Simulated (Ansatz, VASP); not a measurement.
Two plane-wave programs on C

Contents of INCAR:

```
SYSTEM = C
PREC     = Accurate       ! precision mode
ENCUT    = 520            ! plane-wave cutoff, eV
EDIFF    = 1E-7           ! SCF threshold, eV
ISMEAR   = 0              ! smearing method
SIGMA    = 0.02           ! smearing width, eV
LREAL    = .FALSE.        ! projectors in reciprocal space
LASPH    = .TRUE.         ! aspherical terms in the spheres
NELM     = 120            ! most SCF steps
ALGO     = Normal         ! electronic algorithm
ISIF     = 2              ! what is computed and relaxed
LWAVE    = .FALSE.        ! write WAVECAR
LCHARG   = .FALSE.        ! write CHGCAR
GGA      = PE             ! functional
IBRION   = 2              ! ionic algorithm
NSW      = 60             ! ionic steps
EDIFFG   = -0.002         ! ionic threshold
GGA_COMPAT= .FALSE.      
NELMIN   = 4
```

Contents of KPOINTS:

```
regular mesh
0
G
  9 9 9
  0 0 0
```

File POSCAR:

```
C
1.0
   -0.0071432120      1.7518727399      1.7518727399
    1.7518727399     -0.0071432120      1.7518727399
    1.7518727399      1.7518727399     -0.0071432120
C
2
Direct
    0.0001625484      0.0001625484      0.0001625484
    0.2498374516      0.2498374516      0.2498374516
```

Input for Ansatz:

```yaml
crystal:
  lattice:
    - [-0.007143212, 1.7518727399, 1.7518727399]
    - [1.7518727399, -0.007143212, 1.7518727399]
    - [1.7518727399, 1.7518727399, -0.007143212]
  atoms:
    - { symbol: C, position: [0.0001625484, 0.0001625484, 0.0001625484] }
    - { symbol: C, position: [0.2498374516, 0.2498374516, 0.2498374516] }
basis:
  ecutwfc: 420
kpoints:
  mp_grid: { grid: [9, 9, 9] }
hamiltonian:
  xc: pbe
  pseudopotentials: { kind: paw, azcp: { folder: soft_1 } }
scf:
  occupations: { method: gaussian, width: 0.02 }
output:
  forces: true
  stress: true
  eigenvalues: true
relax:
  adjacent_minimum: "off"
  f_tol: 0.002
  max_steps: 40
```

Change from the starting cell: strained cell.

Alike in both runs: task relaxation of the atoms; functional PBE; k mesh 9 × 9 × 9; occupations gaussian, width 0.02 eV; no spin polarisation.

```csv
,VASP,Ansatz
version,VASP 6.6.1,Ansatz 0.2.0
potentials or method,"VASP PAW PBE potentials, release 64 (C), cutoff 520 eV","scalar-relativistic, plane waves, PAW"
valence electrons in the cell,8,8
```

```tsv
	VASP	Ansatz	Ansatz less VASP
gap on the k mesh at the Fermi level, each at its own relaxed structure (eV)	4.24	4.25	+0.009
```

Ansatz's warnings: stress scf threshold loose.
